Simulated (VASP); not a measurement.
Write the native input for VASP 6.6.1 that does the following.

```
Task                   : single point
Functional             : LDA
Potentials or basis    : VASP PAW LDA potentials, release 64 (Y_sv, Hg)
Cutoff                 : 520 eV
k mesh                 : 11 × 11 × 11
Occupations            : fermi-dirac, width 0.08 eV
Spin                   : no spin polarisation
Dipole correction      : no
Further INCAR settings : ALGO = Normal; EDIFF = 1e-07; NBANDS = 18
```

The structure of YHg lies in POSCAR:

```
YHg
1.0
    3.6820000000      0.0000000000      0.0000000000
    0.0000000000      3.6820000000      0.0000000000
    0.0000000000      0.0000000000      3.7188200000
Y Hg
1 1
Direct
    0.5000000000      0.5000000000      0.5000000000
    0.0000000000      0.0000000000      0.0000000000
```

This cell differs from its parent crystal: zz strain of +1 %.

These files were run (other wordings do the same):

INCAR

```
PREC = Accurate
ENCUT = 520
EDIFF = 1E-7
ISMEAR = -1
SIGMA = 0.08
LREAL = F
LASPH = T
NELM = 80
ALGO = Normal
ISIF = 2
LWAVE = F
LCHARG = T
GGA = CA
LELF = T
LVHAR = T
NBANDS = 18
```

KPOINTS

```
Automatic mesh
0
Gamma
  11 11 11
```

Potentials or basis: VASP PAW LDA potentials, release 64 (Y_sv, Hg).

Run with:

```console
$ cat potpaw_LDA.64/Y_sv/POTCAR potpaw_LDA.64/Hg/POTCAR > POTCAR
$ mpirun -np 1 vasp_std > vasp.out
```

Results of the run:

* Pressure: -3.9 GPa
* Band gap on the k mesh: zero (an odd number of electrons rules out a gap without spin polarisation)

Caveat: the cell differs from its parent crystal (zz strain of +1 %); the cell stands under tension; spin-orbit coupling is left out, which moves the levels of the heavy elements.

It took 74 s on 1 thread of Intel(R) Xeon(R) Platinum 8259CL CPU @ 2.50GHz (Skylake/Cascade Lake), with other jobs on the host, peak memory 0.25 GiB.
